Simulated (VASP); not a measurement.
# KF (F-43m) in VASP: notebook

KF is run at these levels: PBE; tasks: single point.

All numbers are computed with VASP 6.6.1; they aren't measurements. Logs are shortened: lines on timing, memory, paths and dates and some standing lists are left out, and cuts for length are marked.

## (1) The cell of the first run

Symmetry: F-43m, No. 216, cubic system. Conventional cell: a = 5.871 Å, b = 5.871 Å, c = 5.871 Å, α = 90.00°, β = 90.00°, γ = 90.00°. K (site symmetry -43m) has 4 F at 2.54 Å within 3.4 Å. Within 3.4 Å of F (site symmetry -43m) lie 4 K at 2.54 Å.

## (2) Single point, PBE

Input file INCAR:

```
SYSTEM = KF
  ALGO = Normal
  EDIFF = 1E-7
  ENCUT = 520
  GGA = PE
  ISIF = 2
  ISMEAR = 0
  LASPH = .TRUE.
  LCHARG = .FALSE.
  LREAL = .FALSE.
  LWAVE = .FALSE.
  NBANDS = 15
  NELM = 80
  PREC = Accurate
  SIGMA = 0.01
```

Input file KPOINTS:

```
k-points
0
G
  4 4 4
  0 0 0
```

Input file POSCAR:

```
KF
1.0
    0.0000000000      2.9354015259      2.9354015259
    2.9354015259      0.0000000000      2.9354015259
    2.9354015259      2.9354015259      0.0000000000
K F
1 1
Direct
    0.0000000000      0.0000000000      0.0000000000
    0.2500000000      0.2500000000      0.2500000000
```

Potentials or basis: VASP PAW PBE potentials, release 64 (K_sv, F).

The run is started by

```sh
$ cat potpaw_PBE.64/K_sv/POTCAR potpaw_PBE.64/F/POTCAR > POTCAR
$ mpirun -np 1 vasp_std > vasp.out
```

OUTCAR:

```text
SYSTEM = KF
   EDIFF = 1E-7
   ENCUT = 520
   GGA = PE
   ISIF = 2
   ISMEAR = 0
   LASPH = .TRUE.
   LREAL = .FALSE.
   NELM = 80
   PREC = Accurate

 ion  position               nearest neighbor table
   1  0.000  0.000  0.000-   2 2.54   2 2.54   2 2.54   2 2.54
   2  0.250  0.250  0.250-   1 2.54   1 2.54   1 2.54   1 2.54

  LATTYP: Found a face centered cubic cell.
 ALAT       =     5.8708030518

  Lattice vectors:

 A1 = (   0.0000000000,   2.9354015259,   2.9354015259)
 A2 = (   2.9354015259,   0.0000000000,   2.9354015259)
 A3 = (   2.9354015259,   2.9354015259,   0.0000000000)

Analysis of symmetry for initial positions (statically):
=====================================================================
 Subroutine PRICEL returns:
 Original cell was already a primitive cell.

 Routine SETGRP: Setting up the symmetry group for a
 face centered cubic supercell.

 Subroutine GETGRP returns: Found 24 space group operations
 (whereof 24 operations were pure point group operations)
 out of a pool of 48 trial point group operations.

The static configuration has the point symmetry T_d .

Analysis of symmetry for dynamics (positions and initial velocities):
=====================================================================
 Subroutine PRICEL returns:
 Original cell was already a primitive cell.

 Routine SETGRP: Setting up the symmetry group for a
 face centered cubic supercell.

 Subroutine GETGRP returns: Found 24 space group operations
 (whereof 24 operations were pure point group operations)
 out of a pool of 48 trial point group operations.

The dynamic configuration has the point symmetry T_d .

 Subroutine INISYM returns: Found 24 space group operations
 (whereof 24 operations are pure point group operations),
 and found     1 'primitive' translations

----------------------------------------------------------------------------------------

                                     Primitive cell

  volume of cell :      50.5863

  direct lattice vectors                    reciprocal lattice vectors
     0.000000000  2.935401526  2.935401526    -0.170334448  0.170334448  0.170334448
     2.935401526  0.000000000  2.935401526     0.170334448 -0.170334448  0.170334448
     2.935401526  2.935401526  0.000000000     0.170334448  0.170334448 -0.170334448

  length of vectors
     4.151284649  4.151284649  4.151284649     0.295027919  0.295027919  0.295027919

  position of ions in fractional coordinates (direct lattice)
     0.000000000  0.000000000  0.000000000
     0.250000000  0.250000000  0.250000000

  ion indices of the primitive-cell ions
   primitive index   ion index
                 1           1
                 2           2

----------------------------------------------------------------------------------------

 KPOINTS: k-points

Automatic generation of k-mesh.
 Grid dimensions read from file:
 generate k-points for:    4    4    4

 Generating k-lattice:

  Cartesian coordinates                     Fractional coordinates (reciprocal lattice)
    -0.042583612  0.042583612  0.042583612     0.250000000  0.000000000  0.000000000
     0.042583612 -0.042583612  0.042583612     0.000000000  0.250000000  0.000000000
     0.042583612  0.042583612 -0.042583612     0.000000000  0.000000000  0.250000000

  Length of vectors
     0.073756980  0.073756980  0.073756980

  Shift w.r.t. Gamma in fractional coordinates (k-lattice)
     0.000000000  0.000000000  0.000000000

 Subroutine IBZKPT returns following result:
 ===========================================

 Found      8 irreducible k-points:

 Following reciprocal coordinates:
            Coordinates               Weight
  0.000000  0.000000  0.000000      1.000000
  0.250000  0.000000  0.000000      8.000000
  0.500000  0.000000  0.000000      4.000000
  0.250000  0.250000  0.000000      6.000000
  0.500000  0.250000  0.000000     24.000000
 -0.250000  0.250000  0.000000     12.000000
  0.500000  0.500000  0.000000      3.000000
 -0.250000  0.500000  0.250000      6.000000
   k-points           NKPTS =      8   k-points in BZ     NKDIM =      8   number of bands    NBANDS=     15
   number of dos      NEDOS =    301   number of ions     NIONS =      2
   total plane-waves  NPLWV =  32768
   dimension x,y,z NGX =    32 NGY =   32 NGZ =   32
   dimension x,y,z NGXF=    64 NGYF=   64 NGZF=   64
   ions per type =               1   1
   NGX,Y,Z   is equivalent  to a cutoff of  12.81, 12.81, 12.81 a.u.
   NGXF,Y,Z  is equivalent  to a cutoff of  25.63, 25.63, 25.63 a.u.
 SYSTEM =  KF
   PREC   = accura    normal or accurate (medium, high low for compatibility)
   ISTART =      0    job   : 0-new  1-cont  2-samecut
   ICHARG =      2    charge: 1-file 2-atom 10-const
   ISPIN  =      1    spin polarized calculation?
   LNONCOLLINEAR =      F non collinear calculations
   LSORBIT =      F    spin-orbit coupling
   LASPH  =      T    aspherical Exc in radial PAW
   ENCUT  =  520.0 eV  38.22 Ry    6.18 a.u.   7.72  7.72  7.72*2*pi/ulx,y,z
   NELM   =     80;   NELMIN=  2; NELMDL= -5     # of ELM steps
   EDIFF  = 0.1E-06   stopping-criterion for ELM
   LREAL  =      F    real-space projection
   EDIFFG = 0.1E-05   stopping-criterion for IOM
   NSW    =      0    number of steps for IOM
   IBRION =     -1    ionic relax: 0-MD 1-quasi-New 2-CG
   NFREE  =      0    steps in history (QN), initial steepest desc. (CG)
   ISIF   =      2    stress and relaxation
   ISYM   =      2    0-nonsym 1-usesym 2-fastsym
   POTIM  = 0.5000    time-step for ionic-motion
   TEBEG  =    0.0;   TEEND  =   0.0 temperature during run
   PSTRESS=    0.0 pullay stress
   NELECT =      16.0000    total number of electrons
   NUPDOWN=      -1.0000    fix difference up-down
   EMIN   =  10.00;   EMAX   =-10.00  energy-range for DOS
   EFERMI =   0.00;   METHOD = LEGACY
   ISMEAR =     0;   SIGMA  =   0.01  broadening in eV -4-tet -1-fermi 0-gaus
   EFERMI_NEDOS =   21; number of points for ismear=-14 and -15
   IALGO  =     38    algorithm
   IMIX   =      4    mixing-type and parameters
     AMIX     =   0.40;   BMIX     =  1.00
     AMIX_MAG =   1.60;   BMIX_MAG =  1.00
  volume/ion in A,a.u.               =      25.29       170.69
  Fermi-wavevector in a.u.,A,eV,Ry     =   1.115417  2.107833 16.927762  1.244155
  Thomas-Fermi vector in A             =   2.252022
   LORBIT       =      0    0 simple, 1 ext, 2 COOP (PROOUT), +10 PAW based schemes
   GGA     = PE    functional components
   LHFCALC =     F    Hartree Fock is set to
   AEXX    =    0.0000 exact exchange contribution
   IVDW    =     0    specifies the selected vdW correction
   LEPSILON=     F    determine dielectric tensor
   LRPA    =     F    only Hartree local field effects (RPA)
 non-spin polarized calculation
 Gauss-broadening in eV      SIGMA  =   0.01
  energy-cutoff  :      520.00
  volume of cell :       50.59
 maximum number of plane-waves:      1380
 NGX is ok and might be reduce to    32
   NGX = 15   NGY = 15   NGZ = 15

 number of electron      15.9999996 magnetization

 Free energy of the ion-electron system (eV)
  ---------------------------------------------------
  ext. energy  EPLUGINS =         0.00000000
  ---------------------------------------------------
  free energy    TOTEN  =        -8.12124510 eV

  energy without entropy =       -8.12124510  energy(sigma->0) =       -8.12124510

 E-fermi :  -3.5216     XC(G=0):  -7.0168

 val. band max:       -3.6506364378   @ k =  -0.2500   0.5000   0.2500
 cond. band min:       1.5077105912   @ k =   0.0000   0.0000   0.0000
 fundamental gap:      5.1583470290
 Fermi energy:        -3.5216159542

 k-point     1 :       0.0000    0.0000    0.0000
  band No.  band energies     occupation
      1     -29.8403      2.00000
      2     -22.1792      2.00000
      3     -13.2450      2.00000
      4     -13.2450      2.00000
      5     -13.2450      2.00000
      6      -3.8600      2.00000
      7      -3.8600      2.00000
      8      -3.8600      2.00000
      9       1.5077      0.00000
     10       8.1073      0.00000
     11       8.1073      0.00000
     12       8.2476      0.00000
     13       8.2476      0.00000
     14       8.2476      0.00000
     15      13.2403      0.00000

 k-point     2 :       0.2500    0.0000    0.0000
  band No.  band energies     occupation
      1     -29.8197      2.00000
      2     -22.2197      2.00000
      3     -13.3006      2.00000
      4     -13.2693      2.00000
      5     -13.2693      2.00000
      6      -3.9276      2.00000
      7      -3.8128      2.00000
      8      -3.8127      2.00000
      9       2.6275      0.00000
     10       7.2692      0.00000
     11       7.4768      0.00000
     12       7.4768      0.00000
     13       8.9014      0.00000
     14       8.9014      0.00000
     15      10.8990      0.00000

 k-point     3 :       0.5000    0.0000    0.0000
  band No.  band energies     occupation
      1     -29.7989      2.00000
      2     -22.2601      2.00000
      3     -13.3600      2.00000
      4     -13.2934      2.00000
      5     -13.2934      2.00000
      6      -3.9224      2.00000
      7      -3.7685      2.00000
      8      -3.7685      2.00000
      9       4.3540      0.00000
     10       5.5595      0.00000
     11       7.2446      0.00000
     12       7.2446      0.00000
     13       9.3390      0.00000
     14       9.3390      0.00000
     15      10.5025      0.00000
[... 55 lines left out ...]
 k-point     7 :       0.5000    0.5000    0.0000
  band No.  band energies     occupation
      1     -29.7852      2.00000
      2     -22.2861      2.00000
      3     -13.3696      2.00000
      4     -13.3696      2.00000
      5     -13.2675      2.00000
      6      -4.1037      2.00000
      7      -3.6528      2.00000
      8      -3.6528      2.00000
      9       4.6068      0.00000
     10       4.7316      0.00000
     11       8.6601      0.00000
     12       9.2633      0.00000
     13       9.3491      0.00000
     14       9.3492      0.00000
     15      10.5719      0.00000

 k-point     8 :      -0.2500    0.5000    0.2500
  band No.  band energies     occupation
      1     -29.7852      2.00000
      2     -22.2855      2.00000
      3     -13.4373      2.00000
      4     -13.3739      2.00000
      5     -13.1996      2.00000
      6      -3.9136      2.00000
      7      -3.8237      2.00000
      8      -3.6506      2.00000
      9       4.6326      0.00000
     10       5.0070      0.00000
     11       7.8199      0.00000
     12       8.4064      0.00000
     13       9.6125      0.00000
     14       9.8710      0.00000
     15      10.1240      0.00000

------------------------ aborting loop because EDIFF is reached ----------------------------------------

  FORCE on cell =-STRESS in cart. coord.  units (eV):
  Direction    XX          YY          ZZ          XY          YZ          ZX
  --------------------------------------------------------------------------------------
  -------------------------------------------------------------------------------------
  Total        0.2969308      0.2969308      0.2969308     -0.0000000     -0.0000000      0.0000000
  in kB        9.4044490      9.4044490      9.4044490     -0.0000000     -0.0000000      0.0000000
  external PRESSURE =       9.4044490 kB  Pullay stress =       0.0000000 kB

 VOLUME and BASIS-vectors are now :
 -----------------------------------------------------------------------------
  energy-cutoff  :      520.00
  volume of cell :       50.59
      direct lattice vectors                 reciprocal lattice vectors
     0.000000000  2.935401526  2.935401526    -0.170334448  0.170334448  0.170334448
     2.935401526  0.000000000  2.935401526     0.170334448 -0.170334448  0.170334448
     2.935401526  2.935401526  0.000000000     0.170334448  0.170334448 -0.170334448

 POSITION                                       TOTAL-FORCE (eV/Angst)
 -----------------------------------------------------------------------------------
      0.00000      0.00000      0.00000        -0.000000     -0.000000     -0.000000
      1.46770      1.46770      1.46770         0.000000      0.000000      0.000000
 -----------------------------------------------------------------------------------
    total drift:                               -0.000000     -0.000000     -0.000000

  FREE ENERGIE OF THE ION-ELECTRON SYSTEM (eV)
  ---------------------------------------------------
  free  energy   TOTEN  =        -8.1212451041 eV

  energy  without entropy=       -8.1212451041  energy(sigma->0) =       -8.12124510
```

Run time: 15 s. Hardware: 1 thread of AMD EPYC 7R13, shared host; peak memory 0.14 GiB.

Results:

| Property | Result |
| --- | --- |
| Free energy | -8.1212 eV |
| Pressure | 0.9 GPa |
| Band gap on the k mesh | 5.16 eV, indirect (least direct gap 5.37 eV) |

Caveat: the k points lie up to 0.46 Å⁻¹ apart.

## (3) Single point, PBE (volume changed by -5%)

Input file INCAR:

```
SYSTEM = KF
ALGO = Normal ; EDIFF = 1E-6
ENCUT = 520 ; GGA = PE
ISIF = 2 ; ISMEAR = 0
LASPH = .True. ; LCHARG = .False.
LREAL = .False. ; LWAVE = .False.
NBANDS = 15 ; NELM = 80
PREC = Accurate ; SIGMA = 0.01
```

Input file KPOINTS:

```
k-points
0
Gamma
  4 4 4
  0 0 0
```

Input file POSCAR:

```
KF
1.0
    0.0000000000      2.8856393444      2.8856393444
    2.8856393444      0.0000000000      2.8856393444
    2.8856393444      2.8856393444      0.0000000000
K F
1 1
Direct
    0.0000000000      0.0000000000      0.0000000000
    0.2500000000      0.2500000000      0.2500000000
```

Potentials or basis: VASP PAW PBE potentials, release 64 (K_sv, F).

The run is started by

```sh
$ cat potpaw_PBE.64/K_sv/POTCAR potpaw_PBE.64/F/POTCAR > POTCAR
$ mpirun -np 1 vasp_std > vasp.out
```

Wall time 13 s (1 thread of AMD EPYC 7R13, shared host); peak memory 0.13 GiB.

Results (log left out):

| Property | Result |
| --- | --- |
| Free energy | -8.0930 eV |
| Pressure | 2.4 GPa |
| Band gap on the k mesh | 5.30 eV, indirect (least direct gap 5.55 eV) |

Levels at points of the mesh, in eV from the valence-band top:
```csv
k point,band 6,band 7,band 8,band 9,band 10,band 11
"(0.00, 0.00, 0.00)",-0.25,-0.25,-0.25,5.30,11.95,11.95
"(0.50, 0.00, 0.00)",-0.29,-0.14,-0.14,8.18,9.48,11.08
"(0.50, 0.50, 0.00)",-0.51,0.00,0.00,8.40,8.51,12.72
```

Caveat: the k points lie up to 0.47 Å⁻¹ apart. A k mesh can miss the band edges.

## (4) Single point, PBE (volume changed by -10%)

Input file INCAR:

```
PREC = Accurate ; ENCUT = 520
EDIFF = 1E-6 ; ISMEAR = 0
SIGMA = 0.01 ; LREAL = F
LASPH = T ; NELM = 80
ALGO = Normal ; ISIF = 2
LWAVE = F ; LCHARG = F
GGA = PE ; NBANDS = 15
```

Input file KPOINTS:

```
Automatic mesh
0
Gamma
  4 4 4
```

Input file POSCAR:

```
KF
1.0
    0.0000000000      2.8340990128      2.8340990128
    2.8340990128      0.0000000000      2.8340990128
    2.8340990128      2.8340990128      0.0000000000
K F
1 1
Direct
    0.0000000000      0.0000000000      0.0000000000
    0.2500000000      0.2500000000      0.2500000000
```

The run is started by

```sh
$ cat potpaw_PBE.64/K_sv/POTCAR potpaw_PBE.64/F/POTCAR > POTCAR
$ mpirun -np 1 vasp_std > vasp.out
```

It took 14 s on 1 thread of AMD EPYC 7R13, shared host; peak memory 0.13 GiB.

It converged, with:

| Quantity | Value |
| --- | --- |
| Free energy | -8.0383 eV |
| Pressure | 4.3 GPa |
| Band gap on the k mesh | 5.45 eV, indirect (least direct gap 5.75 eV) |

Levels at points of the mesh, in eV from the valence-band top:
```
           k point  band 4  band 5  band 6  band 7  band 8  band 9  band 10  band 11  band 12  band 13
(0.00, 0.00, 0.00)   -9.27   -9.27   -0.31   -0.31   -0.31    5.45    12.16    12.16    12.42    12.42
(0.50, 0.00, 0.00)   -9.34   -9.34   -0.31   -0.18   -0.18    8.37     9.77    11.28    11.28    13.53
(0.50, 0.50, 0.00)   -9.45   -9.29   -0.57    0.00    0.00    8.54     8.63    13.16    13.44    13.58
```

Caveat: the k points lie up to 0.48 Å⁻¹ apart. A k mesh can miss the band edges.

(Continued in part 2 of 2.)
